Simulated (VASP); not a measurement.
# HfN (P-6m2) in VASP: further runs, part 2 of 2

VASP 6.6.1. The steps go on from the part before.

## Step 3: Single point, PBE

This run uses another cell than the first one, of the same volume but with other edges.

The input, INCAR:

```
SYSTEM = HfN
PREC = Accurate
ENCUT = 520
EDIFF = 1E-6
ISMEAR = 0
SIGMA = 0.1
LREAL = .False.
LASPH = .True.
NELM = 100
ALGO = Normal
ISIF = 2
LWAVE = .False.
LCHARG = .False.
GGA = PE
NBANDS = 14
```

The input, KPOINTS:

```
Automatic mesh
0
Gamma
  24 24 18
  0 0 0
```

The input, POSCAR:

```
HfN
1.0
    3.1002305609     -0.0000000029      0.0000000000
   -1.5501152779      2.6848784248      0.0000000000
    0.0000000000      0.0000000000      2.9109287770
Hf N
1 1
Direct
    0.0000000000      0.0000000000      0.0000000000
    0.6666666667      0.3333333333      0.5000000000
```

Potentials or basis: VASP PAW PBE potentials, release 64 (Hf_pv, N).

The run is started by

```console
cat potpaw_PBE.64/Hf_pv/POTCAR potpaw_PBE.64/N/POTCAR > POTCAR
mpirun -np 1 vasp_std > vasp.out
```

OUTCAR:

```text
SYSTEM = HfN
   PREC = Accurate
   ENCUT = 520
   EDIFF = 1E-6
   ISMEAR = 0
   LREAL = .False.
   LASPH = .True.
   NELM = 100
   ISIF = 2
   GGA = PE

 ion  position               nearest neighbor table
   1  0.000  0.000  0.000-   2 2.31   2 2.31   2 2.31   2 2.31   2 2.31   2 2.31
   2  0.667  0.333  0.500-   1 2.31   1 2.31   1 2.31   1 2.31   1 2.31   1 2.31

  LATTYP: Found a hexagonal cell.
 ALAT       =     3.1002305609
 C/A-ratio  =     0.9389394498

  Lattice vectors:

 A1 = (   3.1002305609,  -0.0000000029,   0.0000000000)
 A2 = (  -1.5501152779,   2.6848784248,   0.0000000000)
 A3 = (   0.0000000000,   0.0000000000,   2.9109287770)

Analysis of symmetry for initial positions (statically):
=====================================================================
 Subroutine PRICEL returns:
 Original cell was already a primitive cell.

 Routine SETGRP: Setting up the symmetry group for a
 hexagonal supercell.

 Subroutine GETGRP returns: Found 12 space group operations
 (whereof 12 operations were pure point group operations)
 out of a pool of 24 trial point group operations.

The static configuration has the point symmetry D_3h.

Analysis of symmetry for dynamics (positions and initial velocities):
=====================================================================
 Subroutine PRICEL returns:
 Original cell was already a primitive cell.

 Routine SETGRP: Setting up the symmetry group for a
 hexagonal supercell.

 Subroutine GETGRP returns: Found 12 space group operations
 (whereof 12 operations were pure point group operations)
 out of a pool of 24 trial point group operations.

The dynamic configuration has the point symmetry D_3h.

 Subroutine INISYM returns: Found 12 space group operations
 (whereof 12 operations are pure point group operations),
 and found     1 'primitive' translations

----------------------------------------------------------------------------------------

                                     Primitive cell

[... 120 lines left out ...]
   LRPA    =     F    only Hartree local field effects (RPA)
 non-spin polarized calculation
 Gauss-broadening in eV      SIGMA  =   0.10
  energy-cutoff  :      520.00
  volume of cell :       24.23
 maximum number of plane-waves:       664
 NGX is ok and might be reduce to    24

 number of electron      14.9999999 magnetization

 Free energy of the ion-electron system (eV)
  ---------------------------------------------------
  ext. energy  EPLUGINS =         0.00000000
  ---------------------------------------------------
  free energy    TOTEN  =       -20.97547965 eV

  energy without entropy =      -20.96665181  energy(sigma->0) =      -20.97106573

 E-fermi :   6.8303     XC(G=0): -12.4346

 val. band max:        6.8290817999   @ k =   0.2917   0.0833   0.2778
 cond. band min:       6.8328697264   @ k =   0.2083   0.1250   0.2778
 fundamental gap:      0.0037879264
 Fermi energy:         6.8303296948

 k-point     1 :       0.0000    0.0000    0.0000
  band No.  band energies     occupation
      1     -23.4448      2.00000
      2     -23.4448      2.00000
      3     -23.2398      2.00000
      4      -9.2496      2.00000
      5       3.4235      2.00000
      6       3.4235      2.00000
      7       4.5884      2.00000
      8       5.2273      2.00000
      9       8.8916      0.00000
     10      11.6714      0.00000
     11      11.6714      0.00000
     12      12.7579      0.00000
     13      12.7579      0.00000
     14      19.8535      0.00000
[... 377 lines left out ...]
      1     -24.3382      2.00000
      2     -23.6536      2.00000
      3     -23.1225      2.00000
      4      -7.3581      2.00000
      5       0.2269      2.00000
      6       3.5537      2.00000
      7       4.4174      2.00000
      8       5.3269      2.00000
      9      11.5600      0.00000
     10      11.7107      0.00000
     11      12.9724      0.00000
     12      13.5406      0.00000
     13      14.8369      0.00000
     14      18.1122      0.00000

 [... further k-points ...]

------------------------ aborting loop because EDIFF is reached ----------------------------------------

  FORCE on cell =-STRESS in cart. coord.  units (eV):
  Direction    XX          YY          ZZ          XY          YZ          ZX
  --------------------------------------------------------------------------------------
  -------------------------------------------------------------------------------------
  Total       -0.2727540     -0.2727540     -0.3441261     -0.0000000      0.0000000      0.0000000
  in kB      -18.0356350    -18.0356350    -22.7550601     -0.0000000      0.0000000      0.0000000
  external PRESSURE =     -19.6087767 kB  Pullay stress =       0.0000000 kB

 VOLUME and BASIS-vectors are now :
 -----------------------------------------------------------------------------
  energy-cutoff  :      520.00
  volume of cell :       24.23
      direct lattice vectors                 reciprocal lattice vectors
     3.100230561 -0.000000003  0.000000000     0.322556655  0.186228171  0.000000000
    -1.550115278  2.684878425  0.000000000     0.000000000  0.372456343  0.000000000
     0.000000000  0.000000000  2.910928777     0.000000000  0.000000000  0.343532967

 POSITION                                       TOTAL-FORCE (eV/Angst)
 -----------------------------------------------------------------------------------
      0.00000      0.00000      0.00000         0.000000     -0.000000      0.000000
      1.55012      0.89496      1.45546        -0.000000      0.000000      0.000000
 -----------------------------------------------------------------------------------
    total drift:                               -0.000000      0.000000      0.000000

  FREE ENERGIE OF THE ION-ELECTRON SYSTEM (eV)
  ---------------------------------------------------
  free  energy   TOTEN  =       -20.9754796516 eV

  energy  without entropy=      -20.9666518107  energy(sigma->0) =      -20.97106573
```

Run time: 4.1 min. Hardware: 1 thread of AMD EPYC 7R13, shared host; peak memory 0.29 GiB.

What came out:

```
Free energy : -20.9755 eV
Pressure    : -2.0 GPa
```

Levels at points of the mesh, in eV from the Fermi level:
| k point | band 4 | band 5 | band 6 | band 7 | band 8 | band 9 | band 10 | band 11 | band 12 | band 13 |
| --- | --- | --- | --- | --- | --- | --- | --- | --- | --- | --- |
| (0.00, 0.00, 0.00) | -16.08 | -3.41 | -3.41 | -2.24 | -1.60 | 2.06 | 4.84 | 4.84 | 5.93 | 5.93 |
| (0.50, 0.00, 0.00) | -14.19 | -6.63 | -3.28 | -2.21 | -1.72 | 4.83 | 5.03 | 6.43 | 6.54 | 7.70 |
| (0.00, 0.00, 0.50) | -13.68 | -7.68 | -2.62 | -2.62 | 1.54 | 1.54 | 3.84 | 4.39 | 4.39 | 8.00 |
| (0.50, 0.00, 0.50) | -14.34 | -5.72 | -4.65 | -4.26 | 0.74 | 5.00 | 6.59 | 7.91 | 7.97 | 10.96 |

Caveat: spin-orbit coupling is left out, which moves the levels of the heavy elements.

## Step 4: Relaxation of cell and atoms, PBE

The input, INCAR:

```
  PREC = Accurate
  ENCUT = 600
  EDIFF = 1E-7
  ISMEAR = 0
  SIGMA = 0.1
  LREAL = F
  LASPH = T
  NELM = 80
  ALGO = Normal
  ISIF = 3
  LWAVE = F
  LCHARG = F
  GGA = PE
  IBRION = 2
  NSW = 100
  EDIFFG = -0.01
```

The input, KPOINTS:

```
Automatic mesh
0
Gamma
  24 24 18
```

The input, POSCAR:

```
HfN
1.0
    3.0602806300      0.0000000000      0.0000000000
   -1.5301403100      2.6502807700      0.0000000000
    0.0000000000      0.0000000000      2.9866823300
Hf N
1 1
Direct
    0.0000000000      0.0000000000      0.0000000000
    0.6666666700      0.3333333300      0.5000000000
```

Potentials or basis: VASP PAW PBE potentials, release 64 (Hf_pv, N).

The run is started by

```console
cat potpaw_PBE.64/Hf_pv/POTCAR potpaw_PBE.64/N/POTCAR > POTCAR
mpirun -np 1 vasp_std > vasp.out
```

OUTCAR:

```text
PREC = Accurate
   ENCUT = 600
   EDIFF = 1E-7
   ISMEAR = 0
   LREAL = F
   LASPH = T
   NELM = 80
   ISIF = 3
   GGA = PE
   IBRION = 2
   NSW = 100
   EDIFFG = -0.01

 ion  position               nearest neighbor table
   1  0.000  0.000  0.000-   2 2.31   2 2.31   2 2.31   2 2.31   2 2.31   2 2.31
   2  0.667  0.333  0.500-   1 2.31   1 2.31   1 2.31   1 2.31   1 2.31   1 2.31

  LATTYP: Found a hexagonal cell.
 ALAT       =     3.0602806300
 C/A-ratio  =     0.9759504735

  Lattice vectors:

 A1 = (   3.0602806300,   0.0000000000,   0.0000000000)
 A2 = (  -1.5301403100,   2.6502807700,   0.0000000000)
 A3 = (   0.0000000000,   0.0000000000,   2.9866823300)

Analysis of symmetry for initial positions (statically):
=====================================================================
 Subroutine PRICEL returns:
 Original cell was already a primitive cell.

 Routine SETGRP: Setting up the symmetry group for a
 hexagonal supercell.

 Subroutine GETGRP returns: Found 12 space group operations
 (whereof 12 operations were pure point group operations)
 out of a pool of 24 trial point group operations.

The static configuration has the point symmetry D_3h.

Analysis of symmetry for dynamics (positions and initial velocities):
=====================================================================
 Subroutine PRICEL returns:
 Original cell was already a primitive cell.

 Routine SETGRP: Setting up the symmetry group for a
 hexagonal supercell.

 Subroutine GETGRP returns: Found 12 space group operations
 (whereof 12 operations were pure point group operations)
 out of a pool of 24 trial point group operations.

The dynamic configuration has the point symmetry D_3h.

 Subroutine INISYM returns: Found 12 space group operations
 (whereof 12 operations are pure point group operations),
 and found     1 'primitive' translations

[... 127 lines left out ...]
 Gauss-broadening in eV      SIGMA  =   0.10
  energy-cutoff  :      600.00
  volume of cell :       24.22
 maximum number of plane-waves:       831
   NGX = 13   NGY = 13   NGZ = 11

--------------------------------------- Ionic step        1  -------------------------------------------

 number of electron      15.0000001 magnetization

 Free energy of the ion-electron system (eV)
  ---------------------------------------------------
  ext. energy  EPLUGINS =         0.00000000
  ---------------------------------------------------
  free energy    TOTEN  =       -20.93655460 eV

  energy without entropy =      -20.92778734  energy(sigma->0) =      -20.93217097

------------------------ aborting loop because EDIFF is reached ----------------------------------------

  FORCE on cell =-STRESS in cart. coord.  units (eV):
  Direction    XX          YY          ZZ          XY          YZ          ZX
  --------------------------------------------------------------------------------------
  -------------------------------------------------------------------------------------
  Total        0.6067632      0.6067632     -2.5096733      0.0000000     -0.0000000     -0.0000000
  in kB       40.1317109     40.1317110   -165.9914078      0.0000001     -0.0000000     -0.0000000
  external PRESSURE =     -28.5759953 kB  Pullay stress =       0.0000000 kB
[... 167 lines left out ...]
--------------------------------------- Ionic step        6  -------------------------------------------

 number of electron      14.9999999 magnetization

 Free energy of the ion-electron system (eV)
  ---------------------------------------------------
  ext. energy  EPLUGINS =         0.00000000
  ---------------------------------------------------
  free energy    TOTEN  =       -20.97892209 eV

  energy without entropy =      -20.97017877  energy(sigma->0) =      -20.97455043

 E-fermi :   6.9078     XC(G=0): -12.4792

 val. band max:        6.9075519728   @ k =   0.3333  -0.0000   0.3333
 cond. band min:       6.9086344188   @ k =   0.4167   0.1667   0.1667
 fundamental gap:      0.0010824459
 Fermi energy:         6.9077994497

 k-point     1 :       0.0000    0.0000    0.0000
  band No.  band energies     occupation
      1     -23.3359      2.00000
      2     -23.3359      2.00000
      3     -23.1288      2.00000
      4      -9.2263      2.00000
      5       3.4686      2.00000
      6       3.4686      2.00000
      7       4.6407      2.00000
      8       5.3028      2.00000
      9       9.0257      0.00000
     10      11.7957      0.00000
     11      11.7957      0.00000
[... 309 lines left out ...]
 k-point    24 :       0.4583    0.0417    0.0000
  band No.  band energies     occupation
      1     -24.2571      2.00000
      2     -23.5510      2.00000
      3     -23.0075      2.00000
      4      -7.3052      2.00000
      5       0.2676      2.00000
      6       3.6037      2.00000
      7       4.4809      2.00000
      8       5.3851      2.00000
      9      11.6820      0.00000
     10      11.8308      0.00000
     11      13.1119      0.00000

 [... further k-points ...]
[... 5 lines left out ...]
  --------------------------------------------------------------------------------------
  -------------------------------------------------------------------------------------
  Total        0.0014022      0.0014022     -0.0008772      0.0000000      0.0000000     -0.0000000
  in kB        0.0935269      0.0935269     -0.0585085      0.0000000      0.0000000     -0.0000000
  external PRESSURE =       0.0428484 kB  Pullay stress =       0.0000000 kB
[... 17 lines left out ...]
  FREE ENERGIE OF THE ION-ELECTRON SYSTEM (eV)
  ---------------------------------------------------
  free  energy   TOTEN  =       -20.9789220864 eV

  energy  without entropy=      -20.9701787697  energy(sigma->0) =      -20.97455043

 reached required accuracy - stopping structural energy minimisation
```

OSZICAR:

```text
N       E                     dE             d eps       ncg     rms          rms(c)
DAV:   1     0.443112036684E+02    0.44311E+02   -0.89007E+03 13444   0.143E+03
DAV:   2    -0.212258716214E+02   -0.65537E+02   -0.62303E+02 17918   0.277E+02
DAV:   3    -0.238509341059E+02   -0.26251E+01   -0.25955E+01 17156   0.488E+01
[... 52 lines left out ...]
DAV:   3    -0.209789777495E+02    0.85879E-03   -0.15317E-03 15223   0.379E-01    0.226E-01
DAV:   4    -0.209789208156E+02    0.56934E-04   -0.18559E-04 16470   0.134E-01    0.151E-01
DAV:   5    -0.209789232133E+02   -0.23977E-05   -0.20822E-05 16163   0.361E-02    0.162E-02
DAV:   6    -0.209789222195E+02    0.99375E-06   -0.44445E-06 16283   0.173E-02    0.480E-03
DAV:   7    -0.209789220151E+02    0.20445E-06   -0.18140E-07 10722   0.466E-03    0.379E-03
DAV:   8    -0.209789220864E+02   -0.71301E-07   -0.50589E-08  8015   0.195E-03
   6 F= -.20978922E+02 E0= -.20974550E+02  d E =-.986318E-03
```

Wall time 15 min (1 thread of AMD EPYC 7R13, shared host); peak memory 0.33 GiB.

Results:

| Item | Value |
| --- | --- |
| Free energy | -20.9789 eV |
| Relaxed volume | 12.01 Å³/atom |
| Relaxed cell | a = 3.092 Å, b = 3.092 Å, c = 2.902 Å, α = 90.00°, β = 90.00°, γ = 120.00° |
| Space group after relaxing (to 0.05 Å) | P-6m2 (No. 187) |
| Energy gained by relaxing | 21.2 meV/atom |
| Ionic steps | 6 |
| Pressure after relaxing | 0.0 GPa |

Step by step:
| step | energy change (eV) | largest force (eV/Å) | pressure (GPa) | volume (Å³) |
| --- | --- | --- | --- | --- |
| 1 | 0.0000 | 0.0000 | -2.86 | 24.22 |
| 2 | 0.0111 | 0.0000 | 7.73 | 23.43 |
| 3 | -0.0414 | 0.0000 | 1.57 | 23.86 |
| 4 | -0.0414 | 0.0000 | 1.66 | 23.85 |
| 5 | -0.0411 | 0.0000 | -1.84 | 24.22 |
| 6 | -0.0424 | 0.0000 | 0.00 | 24.02 |

Final structure:
```
CELL_PARAMETERS angstrom
3.09152 0.00000 0.00000
-1.54576 2.67733 0.00000
0.00000 0.00000 2.90211
ATOMIC_POSITIONS crystal
Hf 0.00000 0.00000 0.00000
N 0.66667 0.33333 0.50000
```

Caveat: spin-orbit coupling is left out, which moves the levels of the heavy elements.

## Step 5: The runs side by side

| task | cell | k mesh | cutoff (eV) | gap on the mesh (eV) | pressure (GPa) |
| --- | --- | --- | --- | --- | --- |
| single point | a = 3.060, b = 3.060, c = 2.987 Å, angles 90.0, 90.0, 120.0°, 2 atoms | 6 × 6 × 6 | 520 | none | -2.6 |
| single point | a = 3.100, b = 3.100, c = 2.911 Å, angles 90.0, 90.0, 120.0°, 2 atoms | 24 × 24 × 18 | 520 | none | -2.0 |
| relaxation of cell and atoms | relaxed from a = 3.060, b = 3.060, c = 2.987 Å, angles 90.0, 90.0, 120.0°, 2 atoms | 24 × 24 × 18 | 600 | none | 0.0 |

Alike in all rows: level PBE; potentials or basis VASP PAW PBE potentials, release 64 (Hf_pv, N); no spin polarisation; smearing gaussian 0.1 eV.

Caveats: some runs use coarse meshes; spin-orbit coupling is left out, which moves the levels of the heavy elements.

Absolute energies hang on the potentials; compare differences alone.
